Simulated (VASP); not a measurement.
# AlNi3 (P1) in VASP: a series of runs, part 2 of 2

VASP 6.6.1. The steps go on from the part before.

**4. Single point, PBE (atoms moved at random and the cell strained at random)**

Contents of INCAR:

```
PREC = Accurate
ENCUT = 520
EDIFF = 1E-6
ISMEAR = 0
SIGMA = 0.1
LREAL = F
LASPH = T
NELM = 60
ALGO = Fast
ISIF = 2
LWAVE = F
LCHARG = F
GGA = PE
NBANDS = 24
```

Contents of KPOINTS:

```
regular mesh
0
Gamma
  10 10 10
```

Contents of POSCAR:

```
AlNi3
1.0
    0.0091803197      2.8086990902      2.8014686452
    2.8035150590      0.0061289969      2.8045199680
    2.8105818206      2.8188171747     -0.0009377647
Al Ni
1 3
Direct
    0.5179937806      0.4754529908      0.4812022906
    0.2347094222      0.2129657574      0.2359009799
    0.0527018359     -0.0376585175      0.0301498793
    0.7728995969      0.7206613382      0.8016672262
```

Potentials or basis: VASP PAW PBE potentials, release 64 (Al, Ni).

Command:

```bash
$ cat potpaw_PBE.64/Al/POTCAR potpaw_PBE.64/Ni/POTCAR > POTCAR
$ mpirun -np 1 vasp_std > vasp.out
```

OUTCAR:

```text
PREC = Accurate
   ENCUT = 520
   EDIFF = 1E-6
   ISMEAR = 0
   LREAL = F
   LASPH = T
   NELM = 60
   ISIF = 2
   GGA = PE

 ion  position               nearest neighbor table
   1  0.518  0.475  0.481-   4 2.21   2 2.32   2 2.39   4 2.42   2 2.45   4 2.46   2 2.57   3 2.58
                             4 2.67   3 2.71   3 2.76   3 2.88   3 2.91   3 3.05
   2  0.235  0.213  0.236-   3 2.08   1 2.32   1 2.39   1 2.45   3 2.46   4 2.53   1 2.57   3 2.61
                             4 2.61   3 2.66   4 2.70   4 2.95   4 3.03
   3  0.053  0.962  0.030-   2 2.08   4 2.33   4 2.44   2 2.46   4 2.46   4 2.51   1 2.58   2 2.61
                             2 2.66   1 2.71   1 2.76   1 2.88   1 2.91   1 3.05
   4  0.773  0.721  0.802-   1 2.21   3 2.33   1 2.42   3 2.44   3 2.46   1 2.46   3 2.51   2 2.53
                             2 2.61   1 2.67   2 2.70   2 2.95   2 3.03

  LATTYP: Found a triclinic cell.
 ALAT       =     3.9670015664
 B/A-ratio  =     0.9996175526
 C/A-ratio  =     0.9988661435
 COS(alpha) =     0.0003545688
 COS(beta)  =     0.4959977987
 COS(gamma) =     0.5021730876

  Lattice vectors:

 A1 = (  -0.0091803197,  -2.8086990902,  -2.8014686452)
 A2 = (  -2.8035150590,  -0.0061289969,  -2.8045199680)
 A3 = (   2.8014015009,   0.0101180845,  -2.8024064099)

Analysis of symmetry for initial positions (statically):
=====================================================================
 Subroutine PRICEL returns:
 Original cell was already a primitive cell.

 Routine SETGRP: Setting up the symmetry group for a
 triclinic supercell.

 Subroutine GETGRP returns: Found  1 space group operations
 (whereof  1 operations were pure point group operations)
 out of a pool of  2 trial point group operations.

The static configuration has the point symmetry C_1 .

Analysis of symmetry for dynamics (positions and initial velocities):
=====================================================================
 Subroutine PRICEL returns:
 Original cell was already a primitive cell.

 Routine SETGRP: Setting up the symmetry group for a
 triclinic supercell.

 Subroutine GETGRP returns: Found  1 space group operations
 (whereof  1 operations were pure point group operations)
 out of a pool of  2 trial point group operations.

The dynamic configuration has the point symmetry C_1 .

 Subroutine INISYM returns: Found  1 space group operations
 (whereof  1 operations are pure point group operations),
 and found     1 'primitive' translations

----------------------------------------------------------------------------------------

                                     Primitive cell

  volume of cell :      44.1645

  direct lattice vectors                    reciprocal lattice vectors
     0.009180320  2.808699090  2.801468645    -0.178999642  0.178536081  0.178545330
     2.803515059  0.006128997  2.804519968     0.178864398 -0.178282565  0.178156571
     2.810581821  2.818817175 -0.000937765     0.177968219  0.177251142 -0.178291814

  length of vectors
     3.967001566  3.965484397  3.980590574     0.309506767  0.309058101  0.308023741

  position of ions in fractional coordinates (direct lattice)
[... 26 lines left out ...]

  Length of vectors
     0.030950677  0.030905810  0.030802374

  Shift w.r.t. Gamma in fractional coordinates (k-lattice)
     0.000000000  0.000000000  0.000000000

 Subroutine IBZKPT returns following result:
 ===========================================

 Found    504 irreducible k-points:

 Following reciprocal coordinates:
            Coordinates               Weight
  0.000000  0.000000  0.000000      1.000000
  0.100000  0.000000 -0.000000      2.000000
  0.200000  0.000000 -0.000000      2.000000
  0.300000  0.000000 -0.000000      2.000000
  0.400000 -0.000000 -0.000000      2.000000
  0.500000  0.000000 -0.000000      1.000000
[... 16 lines left out ...]
 -0.400000  0.200000  0.000000      2.000000
 -0.300000  0.200000  0.000000      2.000000
 [... further k-points ...]
   k-points           NKPTS =    504   k-points in BZ     NKDIM =    504   number of bands    NBANDS=     24
   number of dos      NEDOS =    301   number of ions     NIONS =      4
   total plane-waves  NPLWV =  27000
   dimension x,y,z NGX =    30 NGY =   30 NGZ =   30
   dimension x,y,z NGXF=    60 NGYF=   60 NGZF=   60
   ions per type =               1   3
   NGX,Y,Z   is equivalent  to a cutoff of  12.57, 12.58, 12.53 a.u.
   NGXF,Y,Z  is equivalent  to a cutoff of  25.14, 25.15, 25.06 a.u.
 SYSTEM =  unknown system
   PREC   = accura    normal or accurate (medium, high low for compatibility)
   ISTART =      0    job   : 0-new  1-cont  2-samecut
   ICHARG =      2    charge: 1-file 2-atom 10-const
   ISPIN  =      1    spin polarized calculation?
   LNONCOLLINEAR =      F non collinear calculations
   LSORBIT =      F    spin-orbit coupling
   LASPH  =      T    aspherical Exc in radial PAW
   ENCUT  =  520.0 eV  38.22 Ry    6.18 a.u.   7.38  7.37  7.40*2*pi/ulx,y,z
   NELM   =     60;   NELMIN=  2; NELMDL= -5     # of ELM steps
   EDIFF  = 0.1E-05   stopping-criterion for ELM
   LREAL  =      F    real-space projection
   EDIFFG = 0.1E-04   stopping-criterion for IOM
   NSW    =      0    number of steps for IOM
   IBRION =     -1    ionic relax: 0-MD 1-quasi-New 2-CG
   NFREE  =      0    steps in history (QN), initial steepest desc. (CG)
   ISIF   =      2    stress and relaxation
   ISYM   =      2    0-nonsym 1-usesym 2-fastsym
   POTIM  = 0.5000    time-step for ionic-motion
   TEBEG  =    0.0;   TEEND  =   0.0 temperature during run
   PSTRESS=    0.0 pullay stress
   NELECT =      33.0000    total number of electrons
   NUPDOWN=      -1.0000    fix difference up-down
   EMIN   =  10.00;   EMAX   =-10.00  energy-range for DOS
   EFERMI =   0.00;   METHOD = LEGACY
   ISMEAR =     0;   SIGMA  =   0.10  broadening in eV -4-tet -1-fermi 0-gaus
   EFERMI_NEDOS =   21; number of points for ismear=-14 and -15
   IALGO  =     68    algorithm
   IMIX   =      4    mixing-type and parameters
     AMIX     =   0.40;   BMIX     =  1.00
     AMIX_MAG =   1.60;   BMIX_MAG =  1.00
  volume/ion in A,a.u.               =      11.04        74.51
  Fermi-wavevector in a.u.,A,eV,Ry     =   1.485553  2.807289 30.026276  2.206869
  Thomas-Fermi vector in A             =   2.598951
   LORBIT       =      0    0 simple, 1 ext, 2 COOP (PROOUT), +10 PAW based schemes
   GGA     = PE    functional components
   LHFCALC =     F    Hartree Fock is set to
   AEXX    =    0.0000 exact exchange contribution
   IVDW    =     0    specifies the selected vdW correction
   LEPSILON=     F    determine dielectric tensor
   LRPA    =     F    only Hartree local field effects (RPA)
 non-spin polarized calculation
 RMM-DIIS sequential band-by-band and
 Gauss-broadening in eV      SIGMA  =   0.10
  energy-cutoff  :      520.00
  volume of cell :       44.16
 maximum number of plane-waves:      1243
 NGX is ok and might be reduce to    30
   NGX = 15   NGY = 15   NGZ = 15

 number of electron      33.0000005 magnetization

 Free energy of the ion-electron system (eV)
  ---------------------------------------------------
  ext. energy  EPLUGINS =         0.00000000
  ---------------------------------------------------
  free energy    TOTEN  =       -20.88707913 eV

  energy without entropy =      -20.87268727  energy(sigma->0) =      -20.87988320

 E-fermi :   9.9276     XC(G=0): -12.7583

 val. band max:        9.9271626731   @ k =   0.5000   0.2000   0.1000
 cond. band min:       9.9307795394   @ k =  -0.4000  -0.4000   0.4000
 fundamental gap:      0.0036168663
 Fermi energy:         9.9275698197

 k-point     1 :       0.0000    0.0000    0.0000
  band No.  band energies     occupation
      1      -0.2577      2.00000
      2       5.9754      2.00000
      3       6.1094      2.00000
      4       6.3991      2.00000
      5       6.5469      2.00000
      6       6.6063      2.00000
[... 637 lines left out ...]
     23      18.9580      0.00000
     24      19.6041      0.00000

 [... further k-points ...]
[... 5 lines left out ...]
  --------------------------------------------------------------------------------------
  -------------------------------------------------------------------------------------
  Total        4.5002729      4.3369894      4.1667794      1.1374102      1.3190840      0.8649302
  in kB      163.2585125    157.3349990    151.1602123     41.2623621     47.8530304     31.3774797
  external PRESSURE =     157.2512413 kB  Pullay stress =       0.0000000 kB

 VOLUME and BASIS-vectors are now :
 -----------------------------------------------------------------------------
  energy-cutoff  :      520.00
  volume of cell :       44.16
      direct lattice vectors                 reciprocal lattice vectors
     0.009180320  2.808699090  2.801468645    -0.178999642  0.178536081  0.178545330
     2.803515059  0.006128997  2.804519968     0.178864398 -0.178282565  0.178156571
     2.810581821  2.818817175 -0.000937765     0.177968219  0.177251142 -0.178291814

 POSITION                                       TOTAL-FORCE (eV/Angst)
 -----------------------------------------------------------------------------------
      2.69015      2.81422      2.78411         1.025525      0.992832     -0.982303
      1.26223      1.32550      1.25458         1.843118      2.414512      2.355553
      2.78316      0.23891      2.84652        -1.570672     -2.482643     -2.149326
      4.28063      4.43501      4.18561        -1.297971     -0.924701      0.776076
 -----------------------------------------------------------------------------------
    total drift:                                0.000330      0.000027     -0.000072

  FREE ENERGIE OF THE ION-ELECTRON SYSTEM (eV)
  ---------------------------------------------------
  free  energy   TOTEN  =       -20.8870791281 eV

  energy  without entropy=      -20.8726872662  energy(sigma->0) =      -20.87988320
```

stdout:

```text
POSCAR found type information on POSCAR AlNi
 POSCAR found :  2 types and       4 ions
 scaLAPACK will be used
 LDA part: xc-table for (Slater+PW92), standard interpolation
 POSCAR, INCAR and KPOINTS ok, starting setup
 FFT: planning ... GRIDC
 FFT: planning ... GRID_SOFT
 FFT: planning ... GRID
 WAVECAR not read
 entering main loop
```

Wall time 16 min (1 thread of Intel Xeon 8259CL, shared host); peak memory 0.54 GiB.

Results:

```yaml
Free_energy: -20.8871 eV
Pressure: 15.7 GPa
Largest_force: 3.844 eV/Å
Band_gap_on_the_k_mesh: zero (an odd number of electrons rules out a gap without spin polarisation)
```

Forces on the atoms (eV/Å):
```
Al   1.026  0.993 -0.982
Ni   1.843  2.415  2.356
Ni  -1.571 -2.483 -2.149
Ni  -1.298 -0.925  0.776
```

Levels at points of the mesh, in eV from the Fermi level:
| k point | band 12 | band 13 | band 14 | band 15 | band 16 | band 17 | band 18 | band 19 | band 20 | band 21 |
| --- | --- | --- | --- | --- | --- | --- | --- | --- | --- | --- |
| (0.00, 0.00, 0.00) | -0.87 | -0.84 | -0.64 | -0.56 | -0.53 | 5.13 | 5.28 | 5.52 | 5.84 | 6.01 |
| (0.50, 0.00, 0.00) | -1.50 | -1.00 | -0.60 | -0.54 | -0.49 | -0.16 | 3.55 | 3.87 | 5.10 | 5.17 |
| (0.00, 0.50, 0.00) | -1.45 | -0.89 | -0.62 | -0.55 | -0.37 | -0.09 | 3.41 | 3.96 | 5.13 | 5.30 |
| (0.50, 0.50, 0.00) | -1.14 | -0.88 | -0.70 | -0.66 | -0.54 | -0.36 | -0.14 | 0.24 | 4.01 | 4.51 |
| (0.00, 0.00, 0.50) | -1.57 | -1.05 | -0.62 | -0.59 | -0.56 | -0.26 | 3.79 | 3.93 | 4.99 | 5.25 |
| (0.50, 0.00, 0.50) | -1.05 | -0.88 | -0.77 | -0.67 | -0.63 | -0.40 | -0.22 | 0.13 | 4.20 | 4.58 |
| (0.00, 0.50, 0.50) | -1.11 | -0.90 | -0.74 | -0.68 | -0.39 | -0.27 | -0.12 | 0.17 | 4.08 | 4.45 |
| (0.50, 0.50, 0.50) | -1.39 | -0.63 | -0.62 | -0.38 | -0.19 | 0.04 | 3.76 | 4.23 | 4.88 | 5.22 |

Caveat: the cell differs from its parent crystal (atoms moved at random and the cell strained at random); the cell stands under pressure; forces of over 1 eV/Å act on the atoms, so gaps and moduli don't describe the material at rest. Spin polarisation is off, so any magnetic state and its effect on volume and gap are missing.

**5. Overview**

```csv
k mesh,gap on the mesh (eV),pressure (GPa),largest force (eV/Å)
4 × 4 × 4,none,15.7,3.87
6 × 6 × 6,none,15.9,3.91
10 × 10 × 10,none,15.7,3.84
```

Alike in all rows: task single point; level PBE; potentials or basis VASP PAW PBE potentials, release 64 (Al, Ni); no spin polarisation; cell as given; cutoff (eV) 520; smearing gaussian 0.1 eV.

Caveats: some runs use coarse meshes; forces of over 1 eV/Å act on the atoms, so gaps and moduli don't describe the material at rest; the cell stands under pressure (at least some runs).

Absolute energies hang on the potentials; compare differences alone.
